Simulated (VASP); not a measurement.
# Co (Im-3m) in VASP: further runs

Co is run at these levels: PBE; tasks: single point.

Everything below comes from runs of VASP 6.6.1. Logs are shortened: lines on timing, memory, paths and dates and some standing lists are left out, and cuts for length are marked.

**1. The cell of the first run**

It takes space group Im-3m (No. 229, cubic). Conventional cell: a = 2.626 Å, b = 2.626 Å, c = 2.626 Å, α = 90.00°, β = 90.00°, γ = 90.00°. Within 3.0 Å of Co (site symmetry m-3m) lie 14 Co at 2.27 to 2.63 Å.

This isn't the form of Co at room conditions, which is hcp.

**2. Single point, PBE, collinear spin, ferromagnetic start**

INCAR

```
SYSTEM = Co
ALGO = Normal
EDIFF = 1E-6
ENCUT = 520
GGA = PE
ISIF = 2
ISMEAR = -1
ISPIN = 2
LASPH = .TRUE.
LCHARG = .FALSE.
LMAXMIX = 4
LORBIT = 11
LREAL = .FALSE.
LWAVE = .FALSE.
MAGMOM = 1.7
NBANDS = 14
NELM = 150
PREC = Accurate
SIGMA = 0.05
```

KPOINTS

```
k-points
0
G
  21 21 21
  0 0 0
```

POSCAR

```
Co
1.0
   -1.3128935026      1.3128935026      1.3128935026
    1.3128935026     -1.3128935026      1.3128935026
    1.3128935026      1.3128935026     -1.3128935026
Co
1
Direct
    0.0000000000      0.0000000000      0.0000000000
```

Potentials or basis: VASP PAW PBE potentials, release 64 (Co).

Launch:

```sh
$ cat potpaw_PBE.64/Co/POTCAR > POTCAR
$ mpirun -np 1 vasp_std > vasp.out
```

OUTCAR:

```text
SYSTEM = Co
   EDIFF = 1E-6
   ENCUT = 520
   GGA = PE
   ISIF = 2
   ISMEAR = -1
   ISPIN = 2
   LASPH = .TRUE.
   LORBIT = 11
   LREAL = .FALSE.
   NELM = 150
   PREC = Accurate

 ion  position               nearest neighbor table
   1  0.000  0.000  0.000-

  LATTYP: Found a body centered cubic cell.
 ALAT       =     2.6257870052

  Lattice vectors:

 A1 = (  -1.3128935026,   1.3128935026,   1.3128935026)
 A2 = (   1.3128935026,  -1.3128935026,   1.3128935026)
 A3 = (   1.3128935026,   1.3128935026,  -1.3128935026)

Analysis of symmetry for initial positions (statically):
=====================================================================
 Subroutine PRICEL returns:
 Original cell was already a primitive cell.

 Routine SETGRP: Setting up the symmetry group for a
 body centered cubic supercell.

 Subroutine GETGRP returns: Found 48 space group operations
 (whereof 48 operations were pure point group operations)
 out of a pool of 48 trial point group operations.

The static configuration has the point symmetry O_h .

Analysis of symmetry for dynamics (positions and initial velocities):
=====================================================================
 Subroutine PRICEL returns:
 Original cell was already a primitive cell.

 Routine SETGRP: Setting up the symmetry group for a
 body centered cubic supercell.

 Subroutine GETGRP returns: Found 48 space group operations
 (whereof 48 operations were pure point group operations)
 out of a pool of 48 trial point group operations.

The dynamic configuration has the point symmetry O_h .

Analysis of structural, dynamic, and magnetic symmetry:
=====================================================================
 Subroutine PRICEL returns:
 Original cell was already a primitive cell.

 Routine SETGRP: Setting up the symmetry group for a
 body centered cubic supercell.

 Subroutine GETGRP returns: Found 48 space group operations
 (whereof 48 operations were pure point group operations)
 out of a pool of 48 trial point group operations.

The overall configuration has the point symmetry O_h .

 Subroutine INISYM returns: Found 48 space group operations
 (whereof 48 operations are pure point group operations),
 and found     1 'primitive' translations

----------------------------------------------------------------------------------------

                                     Primitive cell

  volume of cell :       9.0521

[... 121 lines left out ...]
 NGX is ok and might be reduce to    18
   NGX =  9   NGY =  9   NGZ =  9

 number of electron       9.0000008 magnetization       1.5979445

 Free energy of the ion-electron system (eV)
  ---------------------------------------------------
  ext. energy  EPLUGINS =         0.00000000
  ---------------------------------------------------
  free energy    TOTEN  =        -6.61943953 eV

  energy without entropy =       -6.60949907  energy(sigma->0) =       -6.61446930

 E-fermi :  13.4475     XC(G=0): -14.5072

 val. band max:       13.4427574744   @ k =  -0.4286  -0.4762   0.2381
 cond. band min:      13.4552285747   @ k =   0.1429   0.1429   0.0476
 fundamental gap:      0.0124711003
 Fermi energy:        13.4475343199

 spin component 1

 k-point     1 :       0.0000    0.0000    0.0000
  band No.  band energies     occupation
      1       3.0465      1.00000
      2      10.0758      1.00000
      3      10.0758      1.00000
      4      10.0758      1.00000
      5      11.6458      1.00000
      6      11.6459      1.00000
      7      40.6674      0.00000
      8      40.6675      0.00000
      9      40.6675      0.00000
     10      47.4548      0.00000
     11      47.4548      0.00000
     12      49.1659      0.00000
     13      50.9077      0.00000
     14      50.9077      0.00000
[... 379 lines left out ...]
      3       9.6794      1.00000
      4      11.3102      1.00000
      5      11.7251      1.00000
      6      11.8479      1.00000
      7      31.8753      0.00000
      8      35.0728      0.00000
      9      39.8280      0.00000
     10      41.5281      0.00000
     11      46.6641      0.00000
     12      47.6453      0.00000
     13      49.5816      0.00000
     14      53.8979      0.00000

 [... further k-points ...]

 spin component 2

 k-point     1 :       0.0000    0.0000    0.0000
  band No.  band energies     occupation
      1       3.1341      1.00000
      2      11.5040      1.00000
      3      11.5040      1.00000
      4      11.5040      1.00000
      5      13.7566      0.00207
      6      13.7566      0.00207
      7      40.5194      0.00000
      8      40.5194      0.00000
      9      40.5194      0.00000
     10      47.5724      0.00000
     11      47.5724      0.00000
     12      51.3238      0.00000
     13      51.3238      0.00000
     14      51.3239      0.00000
[... 379 lines left out ...]
      3      11.0131      1.00000
      4      13.2258      0.98827
      5      13.2834      0.96381
      6      13.9482      0.00004
      7      32.3008      0.00000
      8      35.3240      0.00000
      9      40.2472      0.00000
     10      41.6423      0.00000
     11      46.9257      0.00000
     12      48.2159      0.00000
     13      52.7493      0.00000
     14      54.2343      0.00000

 [... further k-points ...]

------------------------ aborting loop because EDIFF is reached ----------------------------------------

  FORCE on cell =-STRESS in cart. coord.  units (eV):
  Direction    XX          YY          ZZ          XY          YZ          ZX
  --------------------------------------------------------------------------------------
  -------------------------------------------------------------------------------------
  Total        3.6691358      3.6691358      3.6691358     -0.0000000     -0.0000000      0.0000000
  in kB      649.4203249    649.4203249    649.4203249     -0.0000000     -0.0000000      0.0000000
  external PRESSURE =     649.4203249 kB  Pullay stress =       0.0000000 kB

 VOLUME and BASIS-vectors are now :
 -----------------------------------------------------------------------------
  energy-cutoff  :      520.00
  volume of cell :        9.05
      direct lattice vectors                 reciprocal lattice vectors
    -1.312893503  1.312893503  1.312893503     0.000000000  0.380838201  0.380838201
     1.312893503 -1.312893503  1.312893503     0.380838201  0.000000000  0.380838201
     1.312893503  1.312893503 -1.312893503     0.380838201  0.380838201  0.000000000

 POSITION                                       TOTAL-FORCE (eV/Angst)
 -----------------------------------------------------------------------------------
      0.00000      0.00000      0.00000        -0.000000      0.000000      0.000000
 -----------------------------------------------------------------------------------
    total drift:                                0.000000      0.000000      0.000000

  FREE ENERGIE OF THE ION-ELECTRON SYSTEM (eV)
  ---------------------------------------------------
  free  energy   TOTEN  =        -6.6194395315 eV

  energy  without entropy=       -6.6094990682  energy(sigma->0) =       -6.61446930

 total charge

# of ion       s       p       d       tot
------------------------------------------
    1        0.573   0.711   7.405   8.690

 magnetization (x)

# of ion       s       p       d       tot
------------------------------------------
    1       -0.006  -0.047   1.638   1.585
```

OSZICAR:

```text
N       E                     dE             d eps       ncg     rms          rms(c)
DAV:   1     0.279864293504E+02    0.27986E+02   -0.37859E+03 16988   0.805E+02
DAV:   2    -0.639307887876E+01   -0.34380E+02   -0.32192E+02 17582   0.152E+02
DAV:   3    -0.747552693250E+01   -0.10824E+01   -0.10743E+01 19966   0.279E+01
DAV:   4    -0.748111316946E+01   -0.55862E-02   -0.55854E-02 19560   0.190E+00
DAV:   5    -0.748116050447E+01   -0.47335E-04   -0.47333E-04 20332   0.171E-01    0.132E+01
DAV:   6    -0.669274922697E+01    0.78841E+00   -0.71964E+00 21026   0.326E+01    0.453E+00
DAV:   7    -0.664169879965E+01    0.51050E-01   -0.42892E-01 18852   0.782E+00    0.317E+00
DAV:   8    -0.662295856388E+01    0.18740E-01   -0.16553E-02 21994   0.966E-01    0.153E+00
DAV:   9    -0.661927763368E+01    0.36809E-02   -0.24884E-03 25570   0.340E-01    0.269E-01
DAV:  10    -0.661936861123E+01   -0.90978E-04   -0.14578E-03 19696   0.322E-01    0.116E-01
DAV:  11    -0.661943694835E+01   -0.68337E-04   -0.70397E-05 19278   0.714E-02    0.264E-02
DAV:  12    -0.661943913337E+01   -0.21850E-05   -0.75012E-06 18300   0.237E-02    0.731E-03
DAV:  13    -0.661943953148E+01   -0.39811E-06   -0.11289E-06 11386   0.121E-02
   1 F= -.66194395E+01 E0= -.66144693E+01  d E =-.994046E-02  mag=     1.5980
```

It took 37 s on 1 thread of Intel Xeon 6975P-C (Granite Rapids), shared host; peak memory 0.17 GiB.

What came out:

```
Free energy                                           : -6.6194 eV
Pressure                                              : 64.9 GPa
Net moment                                            : 1.60 μB per cell
Site moments                                          : Co +1.58 μB
Valence electrons inside the program's atomic spheres : Co 8.69
```

Levels at points of the mesh, in eV from the Fermi level:
Spin up:
```
           k point  band 2  band 3  band 4  band 5  band 6  band 7  band 8  band 9
(0.00, 0.00, 0.00)   -3.37   -3.37   -3.37   -1.80   -1.80   27.22   27.22   27.22
```
Spin down:
```csv
k point,band 1,band 2,band 3,band 4,band 5,band 6,band 7,band 8,band 9
"(0.00, 0.00, 0.00)",-10.31,-1.94,-1.94,-1.94,0.31,0.31,27.07,27.07,27.07
```

Caveat: the cell stands under pressure.

**3. Single point, PBE, collinear spin, ferromagnetic start**

INCAR

```
ALGO = Normal
EDIFF = 1E-6
ENCUT = 520
GGA = PE
ISIF = 2
ISMEAR = -1
ISPIN = 2
LASPH = True
LCHARG = True
LELF = True
LMAXMIX = 4
LORBIT = 11
LREAL = False
LVHAR = True
LWAVE = False
MAGMOM = 1.7
NBANDS = 14
NELM = 150
PREC = Accurate
SIGMA = 0.05
```

KPOINTS

```
k-points
0
Gamma
  21 21 21
```

POSCAR

```
Co
1.0
   -1.3127961999      1.3127961999      1.3127961999
    1.3127961999     -1.3127961999      1.3127961999
    1.3127961999      1.3127961999     -1.3127961999
Co
1
Direct
    0.0000000000      0.0000000000      0.0000000000
```

Potentials or basis: VASP PAW PBE potentials, release 64 (Co).

Launch:

```sh
$ cat potpaw_PBE.64/Co/POTCAR > POTCAR
$ mpirun -np 1 vasp_std > vasp.out
```

Wall time 36 s (1 thread of Intel Xeon 6975P-C (Granite Rapids), shared host); peak memory 0.17 GiB.

Results (log left out):

```yaml
Free_energy: -6.6186 eV
Pressure: 65.0 GPa
Net_moment: 1.60 μB per cell
Site_moments: Co +1.58 μB
Valence_electrons_inside_the_program's_atomic_spheres: Co 8.69
```

Levels at points of the mesh, in eV from the Fermi level:
Spin up:
| k point | band 1 | band 2 | band 3 | band 4 | band 5 | band 6 | band 7 | band 8 | band 9 | band 10 |
| --- | --- | --- | --- | --- | --- | --- | --- | --- | --- | --- |
| (0.00, 0.00, 0.00) | -10.40 | -3.37 | -3.37 | -3.37 | -1.80 | -1.80 | 27.22 | 27.22 | 27.22 | 34.01 |
Spin down:
| k point | band 1 | band 2 | band 3 | band 4 | band 5 | band 6 | band 7 | band 8 |
| --- | --- | --- | --- | --- | --- | --- | --- | --- |
| (0.00, 0.00, 0.00) | -10.31 | -1.94 | -1.94 | -1.94 | 0.31 | 0.31 | 27.07 | 27.07 |

Caveat: the cell stands under pressure.
